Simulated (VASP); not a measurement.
# C in VASP: further runs

Runs on C. Level: PBE+D3(BJ). Tasks: single point.

Program: VASP 6.6.1. These are calculated values, not measurements. Logs are shortened: lines on timing, memory, paths and dates and some standing lists are left out, and cuts for length are marked.

### Step 1. The cell of the first run

The cell holds a slab with vacuum, 4 atoms: a = 2.466 Å, b = 2.466 Å, c = 17.500 Å, α = 90.00°, β = 90.00°, γ = 120.00°.

### Step 2. Single point, PBE+D3(BJ)

Contents of INCAR:

```
  PREC = Accurate
  ENCUT = 520
  EDIFF = 1E-6
  ISMEAR = 0
  SIGMA = 0.1
  LREAL = F
  LASPH = T
  NELM = 60
  ALGO = Normal
  ISIF = 2
  LWAVE = F
  LCHARG = F
  LDIPOL = T
  IDIPOL = 3
  DIPOL = 0.5 0.5 0.357
  GGA = PE
  IVDW = 12
  NBANDS = 16
```

Contents of KPOINTS:

```
regular mesh
0
Gamma
  15 15 1
```

Contents of POSCAR:

```
C
1.0
    2.4656524409      0.0000000000      0.0000000000
   -1.2328262205      2.1353176507      0.0000000000
    0.0000000000      0.0000000000     17.5000663885
C
4
Direct
    0.6666666667      0.3333333333      0.2571437784
    0.3333333333      0.6666666667      0.2571418816
    1.0000000000      0.3333333333      0.4577163429
    1.3333333333      0.0000000000      0.4577144461
```

Potentials or basis: VASP PAW PBE potentials, release 64 (C).

Run with:

```bash
$ cat potpaw_PBE.64/C/POTCAR > POTCAR
$ mpirun -np 1 vasp_std > vasp.out
```

OUTCAR:

```text
PREC = Accurate
   ENCUT = 520
   EDIFF = 1E-6
   ISMEAR = 0
   LREAL = F
   LASPH = T
   NELM = 60
   ISIF = 2
   GGA = PE
   IVDW = 12
 IVDW          = 12

 ion  position               nearest neighbor table
   1  0.667  0.333  0.257-   2 1.42   2 1.42   2 1.42
   2  0.333  0.667  0.257-   1 1.42   1 1.42   1 1.42
   3  0.000  0.333  0.458-   4 1.42   4 1.42   4 1.42
   4  0.333  0.000  0.458-   3 1.42   3 1.42   3 1.42

  LATTYP: Found a hexagonal cell.
 ALAT       =     2.4656524409
 C/A-ratio  =     7.0975398228

  Lattice vectors:

 A1 = (   2.4656524409,   0.0000000000,   0.0000000000)
 A2 = (  -1.2328262205,   2.1353176507,   0.0000000000)
 A3 = (   0.0000000000,   0.0000000000,  17.5000663885)

Analysis of symmetry for initial positions (statically):
=====================================================================
 Subroutine PRICEL returns:
 Original cell was already a primitive cell.

 Routine SETGRP: Setting up the symmetry group for a
 hexagonal supercell.

 Subroutine GETGRP returns: Found  4 space group operations
 (whereof  2 operations were pure point group operations)
 out of a pool of 24 trial point group operations.

The static configuration has the point symmetry C_1h.
 The point group associated with its full space group is C_2h.

Analysis of symmetry for dynamics (positions and initial velocities):
=====================================================================
 Subroutine PRICEL returns:
 Original cell was already a primitive cell.

 Routine SETGRP: Setting up the symmetry group for a
 hexagonal supercell.

 Subroutine GETGRP returns: Found  4 space group operations
 (whereof  2 operations were pure point group operations)
 out of a pool of 24 trial point group operations.

The dynamic configuration has the point symmetry C_1h.
 The point group associated with its full space group is C_2h.

 Subroutine INISYM returns: Found  4 space group operations
 (whereof  2 operations are pure point group operations),
 and found     1 'primitive' translations

----------------------------------------------------------------------------------------

                                     Primitive cell

  volume of cell :      92.1370

  direct lattice vectors                    reciprocal lattice vectors
     2.465652441  0.000000000  0.000000000     0.405572166  0.234157199  0.000000000
    -1.232826221  2.135317651  0.000000000     0.000000000  0.468314398  0.000000000
     0.000000000  0.000000000 17.500066388     0.000000000  0.000000000  0.057142640

  length of vectors
[... 97 lines left out ...]
   NELECT =      16.0000    total number of electrons
   NUPDOWN=      -1.0000    fix difference up-down
   EMIN   =  10.00;   EMAX   =-10.00  energy-range for DOS
   EFERMI =   0.00;   METHOD = LEGACY
   ISMEAR =     0;   SIGMA  =   0.10  broadening in eV -4-tet -1-fermi 0-gaus
   EFERMI_NEDOS =   21; number of points for ismear=-14 and -15
   IALGO  =     38    algorithm
   IMIX   =      4    mixing-type and parameters
     AMIX     =   0.40;   BMIX     =  1.00
     AMIX_MAG =   1.60;   BMIX_MAG =  1.00
  volume/ion in A,a.u.               =      23.03       155.44
  Fermi-wavevector in a.u.,A,eV,Ry     =   0.913349  1.725980 11.350070  0.834207
  Thomas-Fermi vector in A             =   2.037850
   LORBIT       =      0    0 simple, 1 ext, 2 COOP (PROOUT), +10 PAW based schemes
   GGA     = PE    functional components
   LHFCALC =     F    Hartree Fock is set to
   AEXX    =    0.0000 exact exchange contribution
   IVDW    =    12    specifies the selected vdW correction
   LEPSILON=     F    determine dielectric tensor
   LRPA    =     F    only Hartree local field effects (RPA)
 non-spin polarized calculation
 Gauss-broadening in eV      SIGMA  =   0.10
  energy-cutoff  :      520.00
  volume of cell :       92.14
 maximum number of plane-waves:      2516
   NGX =  9   NGY =  9   NGZ = 65

 dipolmoment           0.000000      0.000000      0.000311 electrons x Angstroem

 number of electron      15.9999997 magnetization

 dipolmoment           0.000000      0.000000     -0.000131 electrons x Angstroem

 Free energy of the ion-electron system (eV)
  ---------------------------------------------------
  ext. energy  EPLUGINS =         0.00000000
  ---------------------------------------------------
  free energy    TOTEN  =       -36.88229197 eV

  energy without entropy =      -36.88217662  energy(sigma->0) =      -36.88223430

 E-fermi :  -0.8296     XC(G=0):  -4.4607

 val. band max:       -0.9772141815   @ k =   0.3333   0.3333   0.0000
 cond. band min:      -0.6821864693   @ k =   0.3333   0.3333   0.0000
 fundamental gap:      0.2950277122
 Fermi energy:        -0.8296127035

 k-point     1 :       0.0000    0.0000    0.0000
  band No.  band energies     occupation
      1     -20.3980      2.00000
      2     -20.2927      2.00000
      3      -8.8219      2.00000
      4      -8.0487      2.00000
      5      -3.8657      2.00000
      6      -3.8654      2.00000
[... 433 lines left out ...]
      3      -9.5768      2.00000
      4      -9.5351      2.00000
      5      -6.6747      2.00000
      6      -6.6603      2.00000
[... 8 lines left out ...]
     15       7.5069      0.00000
     16       8.4239      0.00000

 [... further k-points ...]

------------------------ aborting loop because EDIFF is reached ----------------------------------------

 vacuum level on the upper side and lower side of the slab       (xc-potential included)        -0.167        -0.163

 Edisp (eV)   -0.46485

 E8    (eV) :    -0.1383

  FORCE on cell =-STRESS in cart. coord.  units (eV):
  Direction    XX          YY          ZZ          XY          YZ          ZX
  --------------------------------------------------------------------------------------
  -------------------------------------------------------------------------------------
  Total       0.11557     0.12935    -0.07421     0.01194    -0.03511    -0.02027
  in kB       2.00964     2.24936    -1.29037     0.20760    -0.61057    -0.35251
  external pressure =        0.99 kB  Pullay stress =        0.00 kB

 VOLUME and BASIS-vectors are now :
 -----------------------------------------------------------------------------
  energy-cutoff  :      520.00
  volume of cell :       92.14
      direct lattice vectors                 reciprocal lattice vectors
     2.465652441  0.000000000  0.000000000     0.405572166  0.234157199  0.000000000
    -1.232826221  2.135317651  0.000000000     0.000000000  0.468314398  0.000000000
     0.000000000  0.000000000 17.500066388     0.000000000  0.000000000  0.057142640

 POSITION                                       TOTAL-FORCE (eV/Angst)
 -----------------------------------------------------------------------------------
      1.23283      0.71177      4.50003         0.003884      0.004425      0.007065
     -0.00000      1.42355      4.50000         0.001890      0.005576      0.007065
     -0.41094      0.71177      8.01007        -0.003884     -0.004425     -0.007065
      0.82188      0.00000      8.01003        -0.001890     -0.005576     -0.007065
 -----------------------------------------------------------------------------------
    total drift:                                0.000005     -0.000001     -0.029651

  FREE ENERGIE OF THE ION-ELECTRON SYSTEM (eV)
  ---------------------------------------------------
  free  energy   TOTEN  =       -37.3471394673 eV

  energy  without entropy=      -37.3470241217  energy(sigma->0) =      -37.34708179

 vacuum level on the upper side and lower side of the slab         3.349         3.351
```

It took 92 s on 1 thread of Intel Xeon Platinum 8375C at 2.90GHz (Ice Lake), shared host; peak memory 0.23 GiB.

What came out:

```
Free energy                : -37.3471 eV
Largest force              : 0.009 eV/Å
Band gap on the k mesh     : 0.29 eV, direct
Dispersion energy per atom : -0.116 eV
```

Forces on the atoms (eV/Å):
```
C    0.004  0.004  0.007
C    0.002  0.006  0.007
C   -0.004 -0.004 -0.007
C   -0.002 -0.006 -0.007
```

### Step 3. Single point, PBE+D3(BJ)

Contents of INCAR:

```
SYSTEM = C
PREC = Accurate
ENCUT = 520
EDIFF = 1E-6
ISMEAR = 0
SIGMA = 0.1
LREAL = .False.
LASPH = .True.
NELM = 80
ALGO = Normal
ISIF = 2
LWAVE = .False.
LCHARG = .False.
LDIPOL = .True.
IDIPOL = 3
DIPOL = 0.5 0.5 0.386
GGA = PE
IVDW = 12
NBANDS = 16
```

Contents of KPOINTS:

```
regular mesh
0
Gamma
  15 15 1
  0 0 0
```

Edit POSCAR of step 2 so:

```diff
@@ -10,3 +10,3 @@
     0.3333333333      0.6666666667      0.2571418816
-    1.0000000000      0.3333333333      0.4577163429
-    1.3333333333      0.0000000000      0.4577144461
+    1.0000000000      0.3333333333      0.5148589833
+    1.3333333333      0.0000000000      0.5148570865
```

Potentials or basis: VASP PAW PBE potentials, release 64 (C).

Run with:

```bash
$ cat potpaw_PBE.64/C/POTCAR > POTCAR
$ mpirun -np 1 vasp_std > vasp.out
```

OUTCAR:

```text
SYSTEM = C
   PREC = Accurate
   ENCUT = 520
   EDIFF = 1E-6
   ISMEAR = 0
   LREAL = .False.
   LASPH = .True.
   NELM = 80
   ISIF = 2
   GGA = PE
   IVDW = 12
 IVDW          = 12

 ion  position               nearest neighbor table
   1  0.667  0.333  0.257-   2 1.42   2 1.42   2 1.42
   2  0.333  0.667  0.257-   1 1.42   1 1.42   1 1.42
   3  0.000  0.333  0.515-   4 1.42   4 1.42   4 1.42
   4  0.333  0.000  0.515-   3 1.42   3 1.42   3 1.42

  LATTYP: Found a hexagonal cell.
 ALAT       =     2.4656524409
 C/A-ratio  =     7.0975398228

  Lattice vectors:

 A1 = (   2.4656524409,   0.0000000000,   0.0000000000)
 A2 = (  -1.2328262205,   2.1353176507,   0.0000000000)
 A3 = (   0.0000000000,   0.0000000000,  17.5000663885)

Analysis of symmetry for initial positions (statically):
=====================================================================
 Subroutine PRICEL returns:
 Original cell was already a primitive cell.

 Routine SETGRP: Setting up the symmetry group for a
 hexagonal supercell.

 Subroutine GETGRP returns: Found  4 space group operations
 (whereof  2 operations were pure point group operations)
 out of a pool of 24 trial point group operations.

The static configuration has the point symmetry C_1h.
 The point group associated with its full space group is C_2h.

Analysis of symmetry for dynamics (positions and initial velocities):
=====================================================================
 Subroutine PRICEL returns:
 Original cell was already a primitive cell.

 Routine SETGRP: Setting up the symmetry group for a
 hexagonal supercell.

 Subroutine GETGRP returns: Found  4 space group operations
 (whereof  2 operations were pure point group operations)
 out of a pool of 24 trial point group operations.

The dynamic configuration has the point symmetry C_1h.
 The point group associated with its full space group is C_2h.

 Subroutine INISYM returns: Found  4 space group operations
 (whereof  2 operations are pure point group operations),
 and found     1 'primitive' translations

----------------------------------------------------------------------------------------

                                     Primitive cell

  volume of cell :      92.1370

  direct lattice vectors                    reciprocal lattice vectors
     2.465652441  0.000000000  0.000000000     0.405572166  0.234157199  0.000000000
    -1.232826221  2.135317651  0.000000000     0.000000000  0.468314398  0.000000000
     0.000000000  0.000000000 17.500066388     0.000000000  0.000000000  0.057142640

  length of vectors
     2.465652441  2.465652441 17.500066388     0.468314398  0.468314398  0.057142640

  position of ions in fractional coordinates (direct lattice)
     0.666666667  0.333333333  0.257143778
     0.333333333  0.666666667  0.257141882
     0.000000000  0.333333333  0.514858983
     0.333333333  0.000000000  0.514857087

  ion indices of the primitive-cell ions
   primitive index   ion index
                 1           1
                 2           2
                 3           3
[... 33 lines left out ...]
  0.133333  0.000000  0.000000      4.000000
 -0.133333  0.133333  0.000000      2.000000
  0.200000  0.000000  0.000000      4.000000
[... 16 lines left out ...]
 -0.266667  0.200000  0.000000      4.000000
  0.266667  0.066667  0.000000      4.000000
 [... further k-points ...]
   k-points           NKPTS =     64   k-points in BZ     NKDIM =     64   number of bands    NBANDS=     16
   number of dos      NEDOS =    301   number of ions     NIONS =      4
   total plane-waves  NPLWV =  45360
   dimension x,y,z NGX =    18 NGY =   18 NGZ =  140
   dimension x,y,z NGXF=    36 NGYF=   36 NGZF=  280
   ions per type =               4
   NGX,Y,Z   is equivalent  to a cutoff of  12.14, 12.14, 13.30 a.u.
   NGXF,Y,Z  is equivalent  to a cutoff of  24.27, 24.27, 26.60 a.u.
 SYSTEM =  C
   PREC   = accura    normal or accurate (medium, high low for compatibility)
   ISTART =      0    job   : 0-new  1-cont  2-samecut
   ICHARG =      2    charge: 1-file 2-atom 10-const
   ISPIN  =      1    spin polarized calculation?
   LNONCOLLINEAR =      F non collinear calculations
   LSORBIT =      F    spin-orbit coupling
   LASPH  =      T    aspherical Exc in radial PAW
   ENCUT  =  520.0 eV  38.22 Ry    6.18 a.u.   4.58  4.58 32.54*2*pi/ulx,y,z
   NELM   =     80;   NELMIN=  2; NELMDL= -5     # of ELM steps
   EDIFF  = 0.1E-05   stopping-criterion for ELM
   LREAL  =      F    real-space projection
   EDIFFG = 0.1E-04   stopping-criterion for IOM
   NSW    =      0    number of steps for IOM
   IBRION =     -1    ionic relax: 0-MD 1-quasi-New 2-CG
   NFREE  =      0    steps in history (QN), initial steepest desc. (CG)
   ISIF   =      2    stress and relaxation
   ISYM   =      2    0-nonsym 1-usesym 2-fastsym
   POTIM  = 0.5000    time-step for ionic-motion
   TEBEG  =    0.0;   TEEND  =   0.0 temperature during run
   PSTRESS=    0.0 pullay stress
   NELECT =      16.0000    total number of electrons
   NUPDOWN=      -1.0000    fix difference up-down
   EMIN   =  10.00;   EMAX   =-10.00  energy-range for DOS
   EFERMI =   0.00;   METHOD = LEGACY
   ISMEAR =     0;   SIGMA  =   0.10  broadening in eV -4-tet -1-fermi 0-gaus
   EFERMI_NEDOS =   21; number of points for ismear=-14 and -15
   IALGO  =     38    algorithm
   IMIX   =      4    mixing-type and parameters
     AMIX     =   0.40;   BMIX     =  1.00
     AMIX_MAG =   1.60;   BMIX_MAG =  1.00
  volume/ion in A,a.u.               =      23.03       155.44
  Fermi-wavevector in a.u.,A,eV,Ry     =   0.913349  1.725980 11.350070  0.834207
  Thomas-Fermi vector in A             =   2.037850
   LORBIT       =      0    0 simple, 1 ext, 2 COOP (PROOUT), +10 PAW based schemes
   GGA     = PE    functional components
   LHFCALC =     F    Hartree Fock is set to
   AEXX    =    0.0000 exact exchange contribution
   IVDW    =    12    specifies the selected vdW correction
   LEPSILON=     F    determine dielectric tensor
   LRPA    =     F    only Hartree local field effects (RPA)
 non-spin polarized calculation
 Gauss-broadening in eV      SIGMA  =   0.10
  energy-cutoff  :      520.00
  volume of cell :       92.14
 maximum number of plane-waves:      2516
   NGX =  9   NGY =  9   NGZ = 65

 dipolmoment           0.000000      0.000000      0.000001 electrons x Angstroem

 number of electron      15.9999997 magnetization

 dipolmoment           0.000000      0.000000     -0.000129 electrons x Angstroem

 Free energy of the ion-electron system (eV)
  ---------------------------------------------------
  ext. energy  EPLUGINS =         0.00000000
  ---------------------------------------------------
  free energy    TOTEN  =       -36.90006762 eV

  energy without entropy =      -36.89828096  energy(sigma->0) =      -36.89917429

 E-fermi :  -0.8112     XC(G=0):  -4.6071

 val. band max:       -0.8354979435   @ k =   0.3333   0.3333   0.0000
 cond. band min:      -0.7869904603   @ k =   0.3333   0.3333   0.0000
 fundamental gap:      0.0485074832
 Fermi energy:        -0.8111597058

 k-point     1 :       0.0000    0.0000    0.0000
  band No.  band energies     occupation
      1     -20.3415      2.00000
      2     -20.3313      2.00000
      3      -8.5125      2.00000
      4      -8.3490      2.00000
      5      -3.8577      2.00000
      6      -3.8577      2.00000
[... 433 lines left out ...]
      3      -9.5508      2.00000
      4      -9.5471      2.00000
      5      -6.6622      2.00000
      6      -6.6598      2.00000
[... 8 lines left out ...]
     15       7.4978      0.00000
     16       7.8230      0.00000

 [... further k-points ...]

------------------------ aborting loop because EDIFF is reached ----------------------------------------

 vacuum level on the upper side and lower side of the slab       (xc-potential included)        -0.130        -0.126

 Edisp (eV)   -0.40132

 E8    (eV) :    -0.1190

  FORCE on cell =-STRESS in cart. coord.  units (eV):
  Direction    XX          YY          ZZ          XY          YZ          ZX
  --------------------------------------------------------------------------------------
  -------------------------------------------------------------------------------------
  Total       0.16424     0.16492    -0.20877     0.00059    -0.00087    -0.00050
  in kB       2.85592     2.86784    -3.63025     0.01032    -0.01506    -0.00869
  external pressure =        0.70 kB  Pullay stress =        0.00 kB

 VOLUME and BASIS-vectors are now :
 -----------------------------------------------------------------------------
  energy-cutoff  :      520.00
  volume of cell :       92.14
      direct lattice vectors                 reciprocal lattice vectors
     2.465652441  0.000000000  0.000000000     0.405572166  0.234157199  0.000000000
    -1.232826221  2.135317651  0.000000000     0.000000000  0.468314398  0.000000000
     0.000000000  0.000000000 17.500066388     0.000000000  0.000000000  0.057142640

 POSITION                                       TOTAL-FORCE (eV/Angst)
 -----------------------------------------------------------------------------------
      1.23283      0.71177      4.50003         0.000014      0.000118      0.020324
     -0.00000      1.42355      4.50000         0.000095      0.000072      0.020324
     -0.41094      0.71177      9.01007        -0.000014     -0.000118     -0.020324
      0.82188      0.00000      9.01003        -0.000095     -0.000072     -0.020324
 -----------------------------------------------------------------------------------
    total drift:                                0.000001      0.000002     -0.029560

  FREE ENERGIE OF THE ION-ELECTRON SYSTEM (eV)
  ---------------------------------------------------
  free  energy   TOTEN  =       -37.3013874828 eV

  energy  without entropy=      -37.2996008301  energy(sigma->0) =      -37.30049416

 vacuum level on the upper side and lower side of the slab         3.336         3.340
```

It took 91 s on 1 thread of Intel Xeon Platinum 8375C at 2.90GHz (Ice Lake), shared host; peak memory 0.23 GiB.

What came out:

```yaml
Free_energy: -37.3014 eV
Largest_force: 0.020 eV/Å
Band_gap_on_the_k_mesh: 0.05 eV, direct
Dispersion_energy_per_atom: -0.100 eV
```

Forces in eV/Å, atoms in the order of the input:
```
C    0.000  0.000  0.020
C    0.000  0.000  0.020
C    0.000  0.000 -0.020
C    0.000  0.000 -0.020
```
